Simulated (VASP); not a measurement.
Set up this calculation in VASP 6.6.1, as the native input.

```yaml
Task: relaxation of cell and atoms
Functional: PBE
Potentials_or_basis: VASP PAW PBE potentials, release 64 (Cu)
Cutoff: 600 eV
k_mesh: 17 × 17 × 17
Occupations: fermi-dirac, width 0.08 eV
Spin: no spin polarisation
Target_pressure: 600 GPa
Dipole_correction: no
Further_INCAR_settings: ALGO = Normal; EDIFF = 1e-06; IBRION = 2; EDIFFG = -0.005; NSW = 60; ISIF = 3
```

The structure of Cu lies in POSCAR:

```
Cu
1.0
    0.0000000000      1.8293525933      1.8293525933
    1.8293525933      0.0000000000      1.8293525933
    1.8293525933      1.8293525933      0.0000000000
Cu
2
Direct
   -0.1250000000     -0.1250000000     -0.1250000000
    0.1250000000      0.1250000000      0.1250000000
```

One way to write it, as run:

INCAR

```
ALGO = Normal
EDIFF = 1E-6
EDIFFG = -0.005
ENCUT = 600
GGA = PE
IBRION = 2
ISIF = 3
ISMEAR = -1
LASPH = True
LCHARG = False
LREAL = False
LWAVE = False
NELM = 100
NSW = 60
PREC = Accurate
PSTRESS = 6000.0
SIGMA = 0.08
```

KPOINTS

```
k-points
0
Gamma
  17 17 17
```

Potentials or basis: VASP PAW PBE potentials, release 64 (Cu).

Launch:

```console
$ cat potpaw_PBE.64/Cu/POTCAR > POTCAR
$ mpirun -np 1 vasp_std > vasp.out
```

Results of the run:

* Relaxed volume: 6.92 Å³/atom
* Relaxed cell: a = 2.695 Å, b = 2.695 Å, c = 2.695 Å, α = 60.00°, β = 60.00°, γ = 60.00°
* Space group after relaxing (to 0.05 Å): Fd-3m (No. 227)
* Energy change on relaxing (the enthalpy is what falls): -3492.3 meV/atom
* Ionic steps: 7
* Pressure after relaxing: 600.0 GPa
* Band gap on the k mesh: zero (band 11 reaches 18.90 eV, above the bottom of band 12 at 18.27 eV)

Caveat: the cell is relaxed towards a set pressure, so the enthalpy falls and the energy may rise.

Run time: 2.4 min on 1 thread of AMD EPYC 9R45 96-Core Processor (Zen 5), with other jobs on the host, peak memory 0.14 GiB.
